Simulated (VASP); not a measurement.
A run of VASP 6.6.1 is set up as follows.

The input INCAR:

```
SYSTEM = Na
PREC = Accurate
ENCUT = 520
EDIFF = 1E-7
ISMEAR = -1
SIGMA = 0.1
LREAL = .False.
LASPH = .True.
NELM = 80
ALGO = Normal
ISIF = 2
LWAVE = .False.
LCHARG = .False.
GGA = PE
NBANDS = 10
```

File KPOINTS:

```
regular mesh
0
Gamma
  17 17 17
  0 0 0
```

Contents of POSCAR:

```
Na
1.0
    0.0000000000      2.6110784946      2.6110784946
    2.6110784946      0.0000000000      2.6110784946
    2.6110784946      2.6110784946      0.0000000000
Na
1
Direct
    0.0000000000      0.0000000000      0.0000000000
```

Potentials or basis: VASP PAW PBE potentials, release 64 (Na_pv).

Launch:

```sh
$ cat potpaw_PBE.64/Na_pv/POTCAR > POTCAR
$ mpirun -np 1 vasp_std > vasp.out
```

Problem. Estimate the pressure.

Solution. 0.3 GPa.
